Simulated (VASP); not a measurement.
# Si32Au (a cell with a defect) in VASP: notebook

Si32Au (a cell with a defect) is run at these levels: PBE; tasks: single point.

Program: VASP 6.6.1. These are calculated values, not measurements. Logs are shortened: lines on timing, memory, paths and dates and some standing lists are left out, and cuts for length are marked.

## (1) The cell of the first run

The cell holds a defect, 33 atoms: a = 9.474 Å, b = 9.474 Å, c = 9.474 Å, α = 109.47°, β = 109.47°, γ = 109.47°.

## (2) Single point, PBE

The input, INCAR:

```
SYSTEM = Si32Au
PREC     = Accurate       ! precision mode
ENCUT    = 520            ! plane-wave cutoff, eV
EDIFF    = 1E-6           ! SCF threshold, eV
ISMEAR   = 0              ! smearing method
SIGMA    = 0.02           ! smearing width, eV
LREAL    = Auto         
LASPH    = .True.         ! aspherical terms in the spheres
NELM     = 60             ! most SCF steps
ALGO     = Normal         ! electronic algorithm
ISIF     = 2              ! what is computed and relaxed
LWAVE    = .False.        ! write WAVECAR
LCHARG   = .True.         ! write CHGCAR
GGA      = PE             ! functional
LELF     = .True.         ! ELF
LVHAR    = .True.       
NELECT   = 138.0        
NBANDS   = 92             ! bands
```

The input, KPOINTS:

```
Automatic mesh
0
Gamma
  2 2 2
  0.5 0.5 0.5
```

The input, POSCAR:

```
Si32Au
1.0
   -5.4700937642      5.4700937642     -5.4700937642
    5.4700937642     -5.4700937642     -5.4700937642
   -5.4700937642     -5.4700937642      5.4700937642
Si Au
32 1
Direct
    0.5013890656      0.0000147631      0.2518483196
    0.2517257958      0.0000114437      0.5014799041
   -0.0001314525     -0.0000709304      0.7345947573
    0.7478053118      0.7480490177      0.2495392797
    0.7341965669     -0.0000893524     -0.0000661160
    0.4980243292      0.7501260801      0.4980930002
    0.2493895732      0.7479981041      0.7478188656
   -0.0002428429      0.5017530452      0.2515441178
   -0.0001435836      0.7363193296     -0.0001014839
    0.7498714729      0.4983026470      0.4981289345
    0.4980549140      0.4983041781      0.7499421385
    0.2642062512      0.2643046934      0.2642481560
    0.2514748569      0.5017596355     -0.0001671628
   -0.0002228561      0.2520261201      0.5015287456
    0.7480517310      0.2500573604      0.7481241679
    0.5014351409      0.2520810397     -0.0001586818
    0.7497632553      0.2500427509      0.4998841754
    0.4998070663      0.2500442231      0.7498191652
    0.2544667321      0.2547896098     -0.0004152608
   -0.0002514577      0.0000567533      0.4884202022
   -0.0005869404      0.2547576349      0.2545255871
    0.7447262552      0.0000338714      0.7449143578
    0.4881020306      0.0000594867     -0.0001794233
    0.2497324645      0.7499676278      0.4997848665
    0.2545342538      0.0001835519      0.2546208875
   -0.0002876384      0.7453898461      0.7448113761
    0.7446713898      0.7454067574     -0.0001978532
    0.5104998858      0.5108032849      0.5105768416
    0.4997290217      0.7499729782      0.2498084792
    0.2497994067      0.5000306772      0.7498827663
   -0.0002532173      0.4897368268     -0.0001751108
    0.7498189085      0.5000404093      0.2498757405
   -0.0017576384      0.0009037002     -0.0013085283
```

Potentials or basis: VASP PAW PBE potentials, release 64 (Si, Au).

Launch:

```sh
cat potpaw_PBE.64/Si/POTCAR potpaw_PBE.64/Au/POTCAR > POTCAR
mpirun -np 1 vasp_std > vasp.out
```

OUTCAR:

```text
SYSTEM = Si32Au
   PREC = Accurate
   ENCUT = 520
   EDIFF = 1E-6
   ISMEAR = 0
   LREAL = Auto
   LASPH = .True.
   NELM = 60
   ISIF = 2
   GGA = PE
   NELECT = 138.0

 ion  position               nearest neighbor table
   1  0.501  0.000  0.252-  25 2.35  23 2.35  29 2.36  17 2.36
   2  0.252  0.000  0.501-  25 2.35  20 2.35  24 2.36  18 2.36
   3  1.000  1.000  0.735-  20 2.33  26 2.45  19 2.45  22 2.45  33 2.50
   4  0.748  0.748  0.250-  27 2.35  20 2.35  32 2.36  29 2.36
   5  0.734  1.000  1.000-  23 2.33  27 2.45  21 2.45  22 2.45  33 2.50
   6  0.498  0.750  0.498-  22 2.35  28 2.35  29 2.36  24 2.36
   7  0.249  0.748  0.748-  26 2.35  23 2.35  30 2.36  24 2.36
   8  1.000  0.502  0.252-  21 2.35  31 2.35  24 2.36  32 2.36
   9  1.000  0.736  1.000-  31 2.34  25 2.44  26 2.45  27 2.45  33 2.52
  10  0.750  0.498  0.498-  26 2.35  28 2.35  17 2.36  32 2.36
  11  0.498  0.498  0.750-  27 2.35  28 2.35  18 2.36  30 2.36
  12  0.264  0.264  0.264-  28 2.33  25 2.44  19 2.45  21 2.45  33 2.51
  13  0.251  0.502  1.000-  19 2.35  31 2.35  29 2.36  30 2.36
  14  1.000  0.252  0.502-  21 2.35  20 2.35  30 2.36  17 2.36
  15  0.748  0.250  0.748-  22 2.35  31 2.35  18 2.36  17 2.36
  16  0.501  0.252  1.000-  19 2.35  23 2.35  32 2.36  18 2.36
  17  0.750  0.250  0.500-  14 2.36  15 2.36  10 2.36   1 2.36
  18  0.500  0.250  0.750-  16 2.36  11 2.36  15 2.36   2 2.36
  19  0.254  0.255  1.000-  16 2.35  13 2.35   3 2.45  12 2.45  33 2.79
  20  1.000  0.000  0.488-   3 2.33  14 2.35   4 2.35   2 2.35
  21  0.999  0.255  0.255-  14 2.35   8 2.35   5 2.45  12 2.45  33 2.78
  22  0.745  0.000  0.745-   6 2.35  15 2.35   5 2.45   3 2.45  33 2.77
  23  0.488  0.000  1.000-   5 2.33  16 2.35   7 2.35   1 2.35
  24  0.250  0.750  0.500-   6 2.36   7 2.36   8 2.36   2 2.36
  25  0.255  0.000  0.255-   1 2.35   2 2.35  12 2.44   9 2.44  33 2.81
  26  1.000  0.745  0.745-   7 2.35  10 2.35   3 2.45   9 2.45  33 2.79
  27  0.745  0.745  1.000-   4 2.35  11 2.35   5 2.45   9 2.45  33 2.79
  28  0.510  0.511  0.511-  12 2.33   6 2.35  11 2.35  10 2.35
  29  0.500  0.750  0.250-   6 2.36   4 2.36   1 2.36  13 2.36
  30  0.250  0.500  0.750-   7 2.36  14 2.36  11 2.36  13 2.36
  31  1.000  0.490  1.000-   9 2.34  15 2.35   8 2.35  13 2.35
  32  0.750  0.500  0.250-   4 2.36  16 2.36   8 2.36  10 2.36
  33  0.998  0.001  0.999-   5 2.50   3 2.50  12 2.51   9 2.52  22 2.77  21 2.78  19 2.79  27 2.79
                            26 2.79  25 2.81

  LATTYP: Found a body centered cubic cell.
 ALAT       =    10.9401875284

  Lattice vectors:

 A1 = (  -5.4700937642,   5.4700937642,  -5.4700937642)
 A2 = (   5.4700937642,  -5.4700937642,  -5.4700937642)
 A3 = (  -5.4700937642,  -5.4700937642,   5.4700937642)

Analysis of symmetry for initial positions (statically):
=====================================================================
 Subroutine PRICEL returns:
 Original cell was already a primitive cell.

 Routine SETGRP: Setting up the symmetry group for a
 body centered cubic supercell.

 Subroutine GETGRP returns: Found  1 space group operations
 (whereof  1 operations were pure point group operations)
 out of a pool of 48 trial point group operations.

The static configuration has the point symmetry C_1 .

Analysis of symmetry for dynamics (positions and initial velocities):
=====================================================================
 Subroutine PRICEL returns:
 Original cell was already a primitive cell.

 Routine SETGRP: Setting up the symmetry group for a
 body centered cubic supercell.

 Subroutine GETGRP returns: Found  1 space group operations
 (whereof  1 operations were pure point group operations)
 out of a pool of 48 trial point group operations.

The dynamic configuration has the point symmetry C_1 .

 Subroutine INISYM returns: Found  1 space group operations
 (whereof  1 operations are pure point group operations),
 and found     1 'primitive' translations

----------------------------------------------------------------------------------------

                                     Primitive cell

  volume of cell :     654.7030

  direct lattice vectors                    reciprocal lattice vectors
    -5.470093764  5.470093764 -5.470093764    -0.091406111  0.000000000 -0.091406111
     5.470093764 -5.470093764 -5.470093764     0.000000000 -0.091406111 -0.091406111
    -5.470093764 -5.470093764  5.470093764    -0.091406111 -0.091406111  0.000000000

  length of vectors
     9.474480322  9.474480322  9.474480322     0.129267762  0.129267762  0.129267762

  position of ions in fractional coordinates (direct lattice)
     0.501389066  0.000014763  0.251848320
     0.251725796  0.000011444  0.501479904
     0.999868548  0.999929070  0.734594757
     0.747805312  0.748049018  0.249539280
     0.734196567  0.999910648  0.999933884
     0.498024329  0.750126080  0.498093000
[... 25 lines left out ...]
     0.749818909  0.500040409  0.249875741
[... 54 lines left out ...]
 SYSTEM =  Si32Au
   PREC   = accura    normal or accurate (medium, high low for compatibility)
   ISTART =      0    job   : 0-new  1-cont  2-samecut
   ICHARG =      2    charge: 1-file 2-atom 10-const
   ISPIN  =      1    spin polarized calculation?
   LNONCOLLINEAR =      F non collinear calculations
   LSORBIT =      F    spin-orbit coupling
   LASPH  =      T    aspherical Exc in radial PAW
   ENCUT  =  520.0 eV  38.22 Ry    6.18 a.u.  17.62 17.62 17.62*2*pi/ulx,y,z
   NELM   =     60;   NELMIN=  2; NELMDL= -5     # of ELM steps
   EDIFF  = 0.1E-05   stopping-criterion for ELM
   LREAL  =      T    real-space projection
   EDIFFG = 0.1E-04   stopping-criterion for IOM
   NSW    =      0    number of steps for IOM
   IBRION =     -1    ionic relax: 0-MD 1-quasi-New 2-CG
   NFREE  =      0    steps in history (QN), initial steepest desc. (CG)
   ISIF   =      2    stress and relaxation
   ISYM   =      2    0-nonsym 1-usesym 2-fastsym
   POTIM  = 0.5000    time-step for ionic-motion
   TEBEG  =    0.0;   TEEND  =   0.0 temperature during run
   PSTRESS=    0.0 pullay stress
   NELECT =     138.0000    total number of electrons
   NUPDOWN=      -1.0000    fix difference up-down
   EMIN   =  10.00;   EMAX   =-10.00  energy-range for DOS
   EFERMI =   0.00;   METHOD = LEGACY
   ISMEAR =     0;   SIGMA  =   0.02  broadening in eV -4-tet -1-fermi 0-gaus
   EFERMI_NEDOS =   21; number of points for ismear=-14 and -15
   IALGO  =     38    algorithm
   IMIX   =      4    mixing-type and parameters
     AMIX     =   0.40;   BMIX     =  1.00
     AMIX_MAG =   1.60;   BMIX_MAG =  1.00
  volume/ion in A,a.u.               =      19.84       133.88
  Fermi-wavevector in a.u.,A,eV,Ry     =   0.974286  1.841133 12.915100  0.949233
  Thomas-Fermi vector in A             =   2.104733
   LORBIT       =      0    0 simple, 1 ext, 2 COOP (PROOUT), +10 PAW based schemes
   GGA     = PE    functional components
   LHFCALC =     F    Hartree Fock is set to
   AEXX    =    0.0000 exact exchange contribution
   IVDW    =     0    specifies the selected vdW correction
   LEPSILON=     F    determine dielectric tensor
   LRPA    =     F    only Hartree local field effects (RPA)
 non-spin polarized calculation
 Gauss-broadening in eV      SIGMA  =   0.02
  energy-cutoff  :      520.00
  volume of cell :      654.70
 maximum number of plane-waves:     17628
 NGX is ok and might be reduce to    70
   NGX = 35   NGY = 35   NGZ = 35

 number of electron     138.0000004 magnetization

 Free energy of the ion-electron system (eV)
  ---------------------------------------------------
  ext. energy  EPLUGINS =         0.00000000
  ---------------------------------------------------
  free energy    TOTEN  =      -180.53955830 eV

  energy without entropy =     -180.53955830  energy(sigma->0) =     -180.53955830

 E-fermi :   5.5970     XC(G=0):  -9.4843

 val. band max:        5.4847844823   @ k =   0.2500   0.2500   0.2500
 cond. band min:       6.3916860547   @ k =   0.2500  -0.2500   0.2500
 fundamental gap:      0.9069015725
 Fermi energy:         5.5970236281

 k-point     1 :       0.2500    0.2500    0.2500
  band No.  band energies     occupation
      1      -5.5200      2.00000
      2      -5.1300      2.00000
      3      -5.1286      2.00000
      4      -5.1272      2.00000
      5      -3.5708      2.00000
      6      -3.4258      2.00000
[... 325 lines left out ...]
     80       8.1899      0.00000
     81       8.2910      0.00000
 [bands above 81 left out]

------------------------ aborting loop because EDIFF is reached ----------------------------------------

  FORCE on cell =-STRESS in cart. coord.  units (eV):
  Direction    XX          YY          ZZ          XY          YZ          ZX
  --------------------------------------------------------------------------------------
  -------------------------------------------------------------------------------------
  Total       -1.6551087     -1.6587551     -1.6567291      0.0183673     -0.1263331      0.0444494
  in kB       -4.0503523     -4.0592758     -4.0543177      0.0449482     -0.3091601      0.1087758
  external PRESSURE =      -4.0546486 kB  Pullay stress =       0.0000000 kB

 VOLUME and BASIS-vectors are now :
 -----------------------------------------------------------------------------
  energy-cutoff  :      520.00
  volume of cell :      654.70
      direct lattice vectors                 reciprocal lattice vectors
    -5.470093764  5.470093764 -5.470093764    -0.091406111  0.000000000 -0.091406111
     5.470093764 -5.470093764 -5.470093764     0.000000000 -0.091406111 -0.091406111
    -5.470093764 -5.470093764  5.470093764    -0.091406111 -0.091406111  0.000000000

 POSITION                                       TOTAL-FORCE (eV/Angst)
 -----------------------------------------------------------------------------------
     -4.12020      1.36493     -1.36509         0.003648     -0.000330      0.000154
     -4.12004     -1.36624      1.36612         0.003906     -0.000104     -0.000063
     -4.01797     -4.01863     -6.92078         0.004669     -0.000013     -0.001455
     -1.36367     -1.36634     -6.81746         0.001651      0.000039     -0.001372
     -4.01625     -6.92321     -4.01600         0.002680     -0.000627     -0.002128
     -1.34560     -4.10364     -4.10288        -0.000246     -0.001837     -0.001443
[... 25 lines left out ...]
     -2.73316     -0.00053     -5.47000        -0.001343      0.000276      0.000401
    -10.91847     -0.00740     -0.00249        -0.007928      0.001609      0.001273
 -----------------------------------------------------------------------------------
    total drift:                               -0.015305     -0.001401     -0.004127

  FREE ENERGIE OF THE ION-ELECTRON SYSTEM (eV)
  ---------------------------------------------------
  free  energy   TOTEN  =      -180.5395582952 eV

  energy  without entropy=     -180.5395582952  energy(sigma->0) =     -180.53955830
```

Run time: 21 min. Hardware: 1 thread of AMD EPYC 7R13, shared host; peak memory 0.72 GiB.

Results:

```
Free energy   : -180.5396 eV
Largest force : 0.009 eV/Å
```

Forces in eV/Å, atoms in the order of the input:
```
Si   0.004  0.000  0.000
Si   0.004  0.000  0.000
Si   0.005  0.000 -0.001
Si   0.002  0.000 -0.001
Si   0.003 -0.001 -0.002
Si   0.000 -0.002 -0.001
Si   0.001 -0.002  0.000
Si   0.000  0.002  0.001
Si  -0.004  0.005  0.006
Si   0.000 -0.003 -0.001
Si   0.000 -0.001 -0.002
Si  -0.004 -0.006 -0.005
Si   0.000  0.001  0.003
Si   0.002  0.001  0.000
Si   0.000  0.001  0.002
Si   0.002  0.000  0.002
Si   0.000  0.001  0.000
Si   0.000  0.000  0.001
Si   0.000 -0.002  0.006
Si  -0.001 -0.001  0.002
Si  -0.001  0.007 -0.003
Si  -0.007  0.001 -0.001
Si  -0.001  0.001  0.000
Si   0.000 -0.001 -0.001
Si   0.006  0.000  0.001
Si   0.000 -0.006  0.003
Si  -0.001  0.003 -0.007
Si   0.002 -0.001  0.000
Si   0.000  0.000 -0.001
Si  -0.001  0.000  0.000
Si   0.001 -0.001 -0.001
Si  -0.001  0.000  0.000
Au  -0.008  0.002  0.001
```

Levels at points of the mesh, in eV from the Fermi level:
| k point | band 66 | band 67 | band 68 | band 69 | band 70 | band 71 | band 72 | band 73 |
| --- | --- | --- | --- | --- | --- | --- | --- | --- |
| (0.25, 0.25, 0.25) | -0.28 | -0.27 | -0.11 | -0.11 | 0.80 | 1.76 | 1.76 | 1.76 |

Caveat: the cell carries a net charge on a neutralising background, which shifts energy and pressure; the cell is charged against a uniform background, so pressure and absolute levels hang on convention; spin-orbit coupling is left out, which moves the levels of the heavy elements.

## (3) Single point, PBE

The input, INCAR:

```
SYSTEM = Si32Au
ALGO     = Normal         ! electronic algorithm
EDIFF    = 1E-6           ! SCF threshold, eV
ENCUT    = 520            ! plane-wave cutoff, eV
GGA      = PE             ! functional
ISIF     = 2              ! what is computed and relaxed
ISMEAR   = 0              ! smearing method
LASPH    = .TRUE.         ! aspherical terms in the spheres
LCHARG   = .FALSE.        ! write CHGCAR
LREAL    = Auto         
LWAVE    = .FALSE.        ! write WAVECAR
NBANDS   = 92             ! bands
NELECT   = 138.0        
NELM     = 60             ! most SCF steps
PREC     = Accurate       ! precision mode
SIGMA    = 0.02           ! smearing width, eV
```

KPOINTS is that of step 2.

The input, POSCAR:

```
Si32Au
1.0
   -5.4700937642      5.4700937642     -5.4700937642
    5.4700937642     -5.4700937642     -5.4700937642
   -5.4700937642     -5.4700937642      5.4700937642
Si Au
32 1
Direct
    0.5016287871     -0.0000223945      0.2520194460
    0.2519656078     -0.0000256851      0.5016509987
    0.0001083162     -0.0001080420      0.7347659242
    0.7480451298      0.7480119494      0.2497104362
    0.7344363137     -0.0001265061      0.0001050256
    0.4982641281      0.7500889705      0.4982641281
    0.2496293590      0.7479609448      0.7479900119
   -0.0000031078      0.5017158971      0.2517152465
    0.0000962506      0.7362821688      0.0000696515
    0.7501112736      0.4982654992      0.4983000507
    0.4982946577      0.4982670531      0.7501132845
    0.2644461068      0.2642675907      0.2644193249
    0.2517146066      0.5017224783      0.0000039305
    0.0000170015      0.2519890078      0.5016999010
    0.7482914693      0.2500202115      0.7482953084
    0.5016749471      0.2520439428      0.0000124312
    0.7500030487      0.2500056780      0.5000553223
    0.5000468215      0.2500070490      0.7499902519
    0.2547065115      0.2547524887     -0.0002441457
   -0.0000117000      0.0000196523      0.4885913506
   -0.0003471604      0.2547204966      0.2546967310
    0.7449661150     -0.0000032906      0.7450854913
    0.4883418119      0.0000223031     -0.0000083180
    0.2499723147      0.7499305637      0.4999560552
    0.2547740606      0.0001464326      0.2547919762
   -0.0000478968      0.7453526714      0.7449824767
    0.7449111799      0.7453696729     -0.0000266906
    0.5107396912      0.5107661076      0.5107480092
    0.4999688521      0.7499358652      0.2499796272
    0.2500392240      0.4999935317      0.7500539619
   -0.0000133453      0.4896997411     -0.0000039305
    0.7500587151      0.5000032208      0.2500469021
   -0.0015178899      0.0008665299     -0.0011374577
```

Potentials or basis: VASP PAW PBE potentials, release 64 (Si, Au).

Launch:

```sh
cat potpaw_PBE.64/Si/POTCAR potpaw_PBE.64/Au/POTCAR > POTCAR
mpirun -np 1 vasp_std > vasp.out
```

It took 8.2 min on 1 thread of Intel Xeon Platinum 8488C (Sapphire Rapids), shared host; peak memory 0.73 GiB.

It converged, with:

| Property | Result |
| --- | --- |
| Free energy | -180.5396 eV |
| Largest force | 0.009 eV/Å |

Forces in eV/Å, atoms in the order of the input:
```
Si   0.002  0.000  0.000
Si   0.003  0.000  0.000
Si   0.004  0.001 -0.002
Si   0.002  0.000 -0.002
Si   0.003 -0.001 -0.002
Si  -0.002 -0.001 -0.001
Si   0.001 -0.001  0.000
Si  -0.001  0.002  0.001
Si  -0.004  0.005  0.006
Si   0.000 -0.003 -0.001
Si   0.000 -0.001 -0.003
Si  -0.002 -0.006 -0.005
Si  -0.001  0.001  0.002
Si   0.002  0.001  0.000
Si  -0.001  0.001  0.001
Si   0.002  0.000  0.001
Si   0.001  0.001  0.000
Si   0.001  0.000  0.001
Si   0.000 -0.003  0.007
Si   0.000 -0.002  0.002
Si  -0.001  0.006 -0.003
Si  -0.008  0.001 -0.001
Si  -0.001  0.002 -0.001
Si   0.001 -0.001 -0.001
Si   0.004  0.001  0.002
Si   0.000 -0.006  0.003
Si  -0.002  0.003 -0.006
Si   0.001 -0.001 -0.001
Si   0.001  0.000  0.000
Si   0.000  0.000  0.000
Si   0.003 -0.001 -0.001
Si   0.000  0.000  0.000
Au  -0.008  0.002  0.002
```

Levels at points of the mesh, in eV from the Fermi level:
```
           k point  band 67  band 68  band 69  band 70  band 71  band 72
(0.25, 0.25, 0.25)    -0.27    -0.11    -0.11     0.80     1.76     1.76
```

Caveat: the cell carries a net charge on a neutralising background, which shifts energy and pressure; the cell is charged against a uniform background, so pressure and absolute levels hang on convention; spin-orbit coupling is left out, which moves the levels of the heavy elements.
